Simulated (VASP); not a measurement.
# Ca (Pm-3m) in VASP: notebook

The runs below take Ca through single point, with LDA.

Program: VASP 6.6.1. These are calculated values, not measurements. Logs are shortened: lines on timing, memory, paths and dates and some standing lists are left out, and cuts for length are marked.

## 1. The cell of the first run

It takes space group Pm-3m (No. 221, cubic). Conventional cell: a = 3.369 Å, b = 3.369 Å, c = 3.369 Å, α = 90.00°, β = 90.00°, γ = 90.00°. Within 4.4 Å of Ca (site symmetry m-3m) lie 6 Ca at 3.37 Å.

This isn't the form of Ca at room conditions, which is fcc.

## 2. Single point, LDA

File INCAR:

```
  ALGO = Normal
  EDIFF = 1E-6
  ENCUT = 520
  ISIF = 2
  ISMEAR = -1
  LASPH = T
  LCHARG = F
  LREAL = F
  LWAVE = F
  NBANDS = 11
  NELM = 100
  PREC = Accurate
  SIGMA = 0.1
```

File KPOINTS:

```
k-points
0
Gamma
  9 9 9
```

File POSCAR:

```
Ca
1.0
    3.3690013122      0.0000000000      0.0000000000
    0.0000000000      3.3690013122      0.0000000000
    0.0000000000      0.0000000000      3.3690013122
Ca
1
Direct
    0.0000000000      0.0000000000      0.0000000000
```

Potentials or basis: VASP PAW LDA potentials, release 64 (Ca_sv).

Command:

```
$ cat potpaw_LDA.64/Ca_sv/POTCAR > POTCAR
$ mpirun -np 1 vasp_std > vasp.out
```

OUTCAR:

```text
EDIFF = 1E-6
   ENCUT = 520
   ISIF = 2
   ISMEAR = -1
   LASPH = T
   LREAL = F
   NELM = 100
   PREC = Accurate

 ion  position               nearest neighbor table
   1  0.000  0.000  0.000-

  LATTYP: Found a simple cubic cell.
 ALAT       =     3.3690013122

  Lattice vectors:

 A1 = (   3.3690013122,   0.0000000000,   0.0000000000)
 A2 = (   0.0000000000,   3.3690013122,   0.0000000000)
 A3 = (   0.0000000000,   0.0000000000,   3.3690013122)

Analysis of symmetry for initial positions (statically):
=====================================================================
 Subroutine PRICEL returns:
 Original cell was already a primitive cell.

 Routine SETGRP: Setting up the symmetry group for a
 simple cubic supercell.

 Subroutine GETGRP returns: Found 48 space group operations
 (whereof 48 operations were pure point group operations)
 out of a pool of 48 trial point group operations.

The static configuration has the point symmetry O_h .

Analysis of symmetry for dynamics (positions and initial velocities):
=====================================================================
 Subroutine PRICEL returns:
 Original cell was already a primitive cell.

 Routine SETGRP: Setting up the symmetry group for a
 simple cubic supercell.

 Subroutine GETGRP returns: Found 48 space group operations
 (whereof 48 operations were pure point group operations)
 out of a pool of 48 trial point group operations.

The dynamic configuration has the point symmetry O_h .

 Subroutine INISYM returns: Found 48 space group operations
 (whereof 48 operations are pure point group operations),
 and found     1 'primitive' translations

----------------------------------------------------------------------------------------

                                     Primitive cell

  volume of cell :      38.2387

  direct lattice vectors                    reciprocal lattice vectors
     3.369001312  0.000000000  0.000000000     0.296823868  0.000000000  0.000000000
     0.000000000  3.369001312  0.000000000     0.000000000  0.296823868  0.000000000
     0.000000000  0.000000000  3.369001312     0.000000000  0.000000000  0.296823868

  length of vectors
     3.369001312  3.369001312  3.369001312     0.296823868  0.296823868  0.296823868

  position of ions in fractional coordinates (direct lattice)
     0.000000000  0.000000000  0.000000000

  ion indices of the primitive-cell ions
   primitive index   ion index
                 1           1

----------------------------------------------------------------------------------------

 KPOINTS: k-points

Automatic generation of k-mesh.
 Grid dimensions read from file:
 generate k-points for:    9    9    9

 Generating k-lattice:

  Cartesian coordinates                     Fractional coordinates (reciprocal lattice)
     0.032980430  0.000000000  0.000000000     0.111111111  0.000000000  0.000000000
     0.000000000  0.032980430  0.000000000     0.000000000  0.111111111  0.000000000
     0.000000000  0.000000000  0.032980430     0.000000000  0.000000000  0.111111111

  Length of vectors
     0.032980430  0.032980430  0.032980430

  Shift w.r.t. Gamma in fractional coordinates (k-lattice)
     0.000000000  0.000000000  0.000000000

 Subroutine IBZKPT returns following result:
 ===========================================

 Found     35 irreducible k-points:

 Following reciprocal coordinates:
            Coordinates               Weight
  0.000000  0.000000  0.000000      1.000000
  0.111111  0.000000  0.000000      6.000000
  0.222222  0.000000  0.000000      6.000000
  0.333333  0.000000  0.000000      6.000000
  0.444444  0.000000  0.000000      6.000000
  0.111111  0.111111  0.000000     12.000000
[... 16 lines left out ...]
  0.333333  0.333333  0.111111     24.000000
  0.444444  0.333333  0.111111     48.000000
 [... further k-points ...]
   k-points           NKPTS =     35   k-points in BZ     NKDIM =     35   number of bands    NBANDS=     11
   number of dos      NEDOS =    301   number of ions     NIONS =      1
   total plane-waves  NPLWV =  21952
   dimension x,y,z NGX =    28 NGY =   28 NGZ =   28
   dimension x,y,z NGXF=    56 NGYF=   56 NGZF=   56
   ions per type =               1
   NGX,Y,Z   is equivalent  to a cutoff of  13.82, 13.82, 13.82 a.u.
   NGXF,Y,Z  is equivalent  to a cutoff of  27.63, 27.63, 27.63 a.u.
 SYSTEM =  unknown system
   PREC   = accura    normal or accurate (medium, high low for compatibility)
   ISTART =      0    job   : 0-new  1-cont  2-samecut
   ICHARG =      2    charge: 1-file 2-atom 10-const
   ISPIN  =      1    spin polarized calculation?
   LNONCOLLINEAR =      F non collinear calculations
   LSORBIT =      F    spin-orbit coupling
   LASPH  =      T    aspherical Exc in radial PAW
   ENCUT  =  520.0 eV  38.22 Ry    6.18 a.u.   6.26  6.26  6.26*2*pi/ulx,y,z
   NELM   =    100;   NELMIN=  2; NELMDL= -5     # of ELM steps
   EDIFF  = 0.1E-05   stopping-criterion for ELM
   LREAL  =      F    real-space projection
   EDIFFG = 0.1E-04   stopping-criterion for IOM
   NSW    =      0    number of steps for IOM
   IBRION =     -1    ionic relax: 0-MD 1-quasi-New 2-CG
   NFREE  =      0    steps in history (QN), initial steepest desc. (CG)
   ISIF   =      2    stress and relaxation
   ISYM   =      2    0-nonsym 1-usesym 2-fastsym
   POTIM  = 0.5000    time-step for ionic-motion
   TEBEG  =    0.0;   TEEND  =   0.0 temperature during run
   PSTRESS=    0.0 pullay stress
   NELECT =      10.0000    total number of electrons
   NUPDOWN=      -1.0000    fix difference up-down
   EMIN   =  10.00;   EMAX   =-10.00  energy-range for DOS
   EFERMI =   0.00;   METHOD = LEGACY
   ISMEAR =    -1;   SIGMA  =   0.10  broadening in eV -4-tet -1-fermi 0-gaus
   EFERMI_NEDOS =   21; number of points for ismear=-14 and -15
   IALGO  =     38    algorithm
   IMIX   =      4    mixing-type and parameters
     AMIX     =   0.40;   BMIX     =  1.00
     AMIX_MAG =   1.60;   BMIX_MAG =  1.00
  volume/ion in A,a.u.               =      38.24       258.05
  Fermi-wavevector in a.u.,A,eV,Ry     =   1.046904  1.978362 14.912103  1.096009
  Thomas-Fermi vector in A             =   2.181762
   LORBIT       =      0    0 simple, 1 ext, 2 COOP (PROOUT), +10 PAW based schemes
   GGA     = CA    functional components
   LHFCALC =     F    Hartree Fock is set to
   AEXX    =    0.0000 exact exchange contribution
   IVDW    =     0    specifies the selected vdW correction
   LEPSILON=     F    determine dielectric tensor
   LRPA    =     F    only Hartree local field effects (RPA)
 non-spin polarized calculation
  energy-cutoff  :      520.00
  volume of cell :       38.24
 maximum number of plane-waves:      1045
 NGX is ok and might be reduce to    28
   NGX = 13   NGY = 13   NGZ = 13

 number of electron      10.0000001 magnetization

 Free energy of the ion-electron system (eV)
  ---------------------------------------------------
  ext. energy  EPLUGINS =         0.00000000
  ---------------------------------------------------
  free energy    TOTEN  =        -1.83712562 eV

  energy without entropy =       -1.80183492  energy(sigma->0) =       -1.81948027

 E-fermi :   2.0692     XC(G=0):  -8.2658

 val. band max:        2.0558648138   @ k =   0.4444   0.1111   0.1111
 cond. band min:       2.0899371637   @ k =   0.4444   0.3333   0.3333
 fundamental gap:      0.0340723499
 Fermi energy:         2.0692179874

 k-point     1 :       0.0000    0.0000    0.0000
  band No.  band energies     occupation
      1     -39.4345      2.00000
      2     -20.5733      2.00000
      3     -20.5733      2.00000
      4     -20.5733      2.00000
      5      -1.9405      2.00000
      6       2.7595      0.00201
      7       2.7595      0.00201
      8       6.4953      0.00000
      9       6.4953      0.00000
     10       6.4953      0.00000
     11      11.4900      0.00000

 k-point     2 :       0.1111    0.0000    0.0000
  band No.  band energies     occupation
      1     -39.4307      2.00000
      2     -20.6128      2.00000
      3     -20.5700      2.00000
      4     -20.5700      2.00000
      5      -1.7470      2.00000
      6       2.8177      0.00112
      7       2.8382      0.00091
      8       6.2747      0.00000
      9       6.2747      0.00000
     10       6.5103      0.00000
     11      10.4108      0.00000

 k-point     3 :       0.2222    0.0000    0.0000
  band No.  band energies     occupation
      1     -39.4211      2.00000
      2     -20.7113      2.00000
      3     -20.5615      2.00000
      4     -20.5615      2.00000
      5      -1.1947      2.00000
      6       2.9429      0.00032
      7       2.9718      0.00024
      8       5.8024      0.00000
      9       5.8024      0.00000
     10       6.5487      0.00000
     11       8.8973      0.00000

 k-point     4 :       0.3333    0.0000    0.0000
  band No.  band energies     occupation
      1     -39.4101      2.00000
      2     -20.8212      2.00000
      3     -20.5519      2.00000
      4     -20.5519      2.00000
      5      -0.3603      2.00000
      6       2.7027      0.00354
      7       3.1608      0.00004
      8       5.3601      0.00000
      9       5.3601      0.00000
     10       6.5930      0.00000
     11       8.0395      0.00000
[... 239 lines left out ...]
 k-point    22 :       0.4444    0.2222    0.1111
  band No.  band energies     occupation
      1     -39.3863      2.00000
      2     -20.8684      2.00000
      3     -20.6729      2.00000
      4     -20.5710      2.00000
      5       1.3189      1.99890
      6       2.2580      0.26309
      7       3.8349      0.00000
      8       4.4483      0.00000
      9       5.6223      0.00000
     10       5.8274      0.00000
     11       7.9835      0.00000

 k-point    23 :       0.3333    0.3333    0.1111
  band No.  band energies     occupation
      1     -39.3827      2.00000
      2     -20.7895      2.00000
      3     -20.7824      2.00000
      4     -20.5678      2.00000
      5       1.0273      1.99994
      6       2.9402      0.00033
      7       3.9736      0.00000
      8       4.5423      0.00000
      9       5.4467      0.00000
     10       5.5360      0.00000
     11       8.6087      0.00000

 k-point    24 :       0.4444    0.3333    0.1111
  band No.  band energies     occupation
      1     -39.3757      2.00000
      2     -20.8536      2.00000
      3     -20.7769      2.00000
      4     -20.5613      2.00000
      5       1.5575      1.98808
      6       2.6845      0.00425
      7       4.1521      0.00000
      8       4.3660      0.00000
      9       5.5707      0.00000
     10       5.8156      0.00000
     11       7.9080      0.00000

 [... further k-points ...]

------------------------ aborting loop because EDIFF is reached ----------------------------------------

  FORCE on cell =-STRESS in cart. coord.  units (eV):
  Direction    XX          YY          ZZ          XY          YZ          ZX
  --------------------------------------------------------------------------------------
  -------------------------------------------------------------------------------------
  Total       -0.0061199     -0.0061199     -0.0061199      0.0000000      0.0000000      0.0000000
  in kB       -0.2564204     -0.2564204     -0.2564204      0.0000000      0.0000000      0.0000000
  external PRESSURE =      -0.2564204 kB  Pullay stress =       0.0000000 kB

 VOLUME and BASIS-vectors are now :
 -----------------------------------------------------------------------------
  energy-cutoff  :      520.00
  volume of cell :       38.24
      direct lattice vectors                 reciprocal lattice vectors
     3.369001312  0.000000000  0.000000000     0.296823868  0.000000000  0.000000000
     0.000000000  3.369001312  0.000000000     0.000000000  0.296823868  0.000000000
     0.000000000  0.000000000  3.369001312     0.000000000  0.000000000  0.296823868

 POSITION                                       TOTAL-FORCE (eV/Angst)
 -----------------------------------------------------------------------------------
      0.00000      0.00000      0.00000         0.000000      0.000000      0.000000
 -----------------------------------------------------------------------------------
    total drift:                               -0.000000     -0.000000     -0.000000

  FREE ENERGIE OF THE ION-ELECTRON SYSTEM (eV)
  ---------------------------------------------------
  free  energy   TOTEN  =        -1.8371256219 eV

  energy  without entropy=       -1.8018349216  energy(sigma->0) =       -1.81948027
```

It took 17 s on 1 thread of Intel Xeon 8259CL, shared host; peak memory 0.14 GiB.

Results:

| Item | Value |
| --- | --- |
| Free energy | -1.8371 eV |
| Pressure | 0.0 GPa |
| Band gap on the k mesh | zero (bands 5 and 6 overlap by 0.56 eV) |

(Part 1 of 2 ends here.)
